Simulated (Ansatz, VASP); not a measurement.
**One calculation of MnRh2, two programs**

```
Mn Rh
1.0
     0.00000    3.39202    3.39202
     3.39202    0.00000    3.39202
     3.39202    3.39202    0.00000
Mn Rh
2 4
Direct
  0.00000 0.00000 0.00000
  0.25000 0.25000 0.25000
  0.62500 0.62500 0.62500
  0.12500 0.62500 0.62500
  0.62500 0.62500 0.12500
  0.62500 0.12500 0.62500
```

Alike in both runs: task relaxation of cell and atoms; functional PBE; k mesh 4 × 4 × 4; occupations gaussian, width 0.1 eV; collinear spin.

|  | VASP | Ansatz |
| --- | --- | --- |
| version | VASP 6.6.1 | Ansatz 0.2.0 |
| potentials or method | VASP PAW PBE potentials, release 64 (Mn_pv, Rh_pv), cutoff 600 eV | scalar-relativistic, plane waves, PAW |
| valence electrons in the cell | 86 | 98 |

```csv
,VASP,Ansatz,Ansatz less VASP
"gap on the k mesh at the Fermi level, each at its own relaxed structure (eV)",none,none,-
net moment per atom (μB),1.50,1.50,0.000
size of the moment on the site where the two differ most (μB),4.00,4.09,+0.091
relaxed volume (Å³/atom),15.57,15.54,-0.025
relaxed cell length with the largest relative difference (Å),5.093,5.090,-0.0027
```

Site moments also hang on the region over which each program counts them. A gap of «none» marks a metal or a gap that the smearing closes. VASP's potentials hold 86 valence electrons a cell and Ansatz's 98, so a difference there can come from the potentials and not from the codes.

The k mesh is coarse, so the values compare programs but aren't converged. Noted on VASP's run: the volume moved by over 15 % at a fixed basis, so the end points are rough.
